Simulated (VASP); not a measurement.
Crystal: PbS.

```xyz
2
Lattice="0.0000 3.3010 3.3010 3.3010 0.0000 3.3010 3.3010 3.3010 0.0000" Properties=species:S:1:pos:R:3 pbc="T T T"
Pb    0.0000    0.0000    0.0000
S     1.6505    1.6505    1.6505
```

Base run:

```yaml
Program: VASP 6.6.1
Functional: PBE
Potentials_or_basis: VASP PAW PBE potentials, release 64 (Pb_d, S)
Cutoff: 520 eV
k_mesh: 4 × 4 × 4
Occupations: gaussian, width 0.01 eV
Spin: no spin polarisation
```

Its results: band gap on the k mesh 0.80 eV (least direct gap 1.27 eV); pressure 0.7 GPa.

Q: The run is repeated on the same cell with these changes: functional from PBE to HSE06. What comes out?

A: Band gap on the k mesh 1.29 eV (least direct gap 1.81 eV); pressure 0.0 GPa.

Caveats: spin-orbit coupling is left out, which moves the levels of the heavy elements; the PAW data sets were made with another functional, which shifts forces and pressure a little (at least some runs).

A k mesh can miss the band edges.
